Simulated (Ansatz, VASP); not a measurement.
SrNi3 in VASP and in Ansatz

File INCAR:

```
PREC = Accurate ; ENCUT = 520
EDIFF = 1E-6 ; ISMEAR = 0
SIGMA = 0.05 ; LREAL = F
LASPH = T ; NELM = 150
ALGO = Normal ; ISIF = 2
LWAVE = F ; LCHARG = T
ISPIN = 2 ; MAGMOM = 0 0.44 0.44 0.44
LORBIT = 11 ; LMAXMIX = 4
GGA = PE ; LELF = T
LVHAR = T ; NBANDS = 32
```

Contents of KPOINTS:

```
Automatic mesh
0
Gamma
  8 8 8
```

The input POSCAR:

```
SrNi3
1.0
    4.0211018592      0.0000000000      0.0000000000
    0.0000000000      4.0211018592      0.0000000000
    0.0000000000      0.0000000000      4.0211018592
Sr Ni
1 3
Direct
    0.0000000000      0.0000000000      0.0000000000
    0.0000000000      0.5000000000      0.5000000000
    0.5000000000      0.5000000000      0.0000000000
    0.5000000000      0.0000000000      0.5000000000
```

Input for Ansatz:

```yaml
crystal:
  lattice:
    - [4.0211018592, 0.0, 0.0]
    - [0.0, 4.0211018592, 0.0]
    - [0.0, 0.0, 4.0211018592]
  atoms:
    - { symbol: Sr, position: [0.0, 0.0, 0.0] }
    - { symbol: Ni, position: [0.0, 0.5, 0.5], spin: 0.44 }
    - { symbol: Ni, position: [0.5, 0.5, 0.0], spin: 0.44 }
    - { symbol: Ni, position: [0.5, 0.0, 0.5], spin: 0.44 }
basis:
  ecutwfc: 420
  ecutrho_ratio: 4
kpoints:
  mp_grid: { grid: [8, 8, 8] }
hamiltonian:
  xc: pbe
scf:
  occupations: { method: gaussian, width: 0.05 }
output:
  forces: true
  stress: true
  eigenvalues: true
  populations: true
magnetization:
  spin_polarized: true
```

Alike in both runs: task single point; functional PBE; k mesh 8 × 8 × 8; occupations gaussian, width 0.05 eV; collinear spin.

```csv
,VASP,Ansatz
version,VASP 6.6.1,Ansatz 0.2.0
potentials or method,"VASP PAW PBE potentials, release 64 (Sr_sv, Ni), cutoff 520 eV","scalar-relativistic, plane waves, PAW"
valence electrons in the cell,40,64
```

```csv
,VASP,Ansatz,Ansatz less VASP
gap on the k mesh at the Fermi level (eV),none,none,-
pressure (GPa),-1.0,-1.4,-0.47
net moment per atom (μB),0.27,0.27,0.000
size of the moment on the site where the two differ most (μB),0.39,0.40,+0.008
```

Site moments also hang on the region over which each program counts them. A gap of «none» marks a metal or a gap that the smearing closes. With one functional, cell and mesh, what is left measures potentials, basis and numerics. VASP's potentials hold 40 valence electrons a cell and Ansatz's 64, so a difference there can come from the potentials and not from the codes.
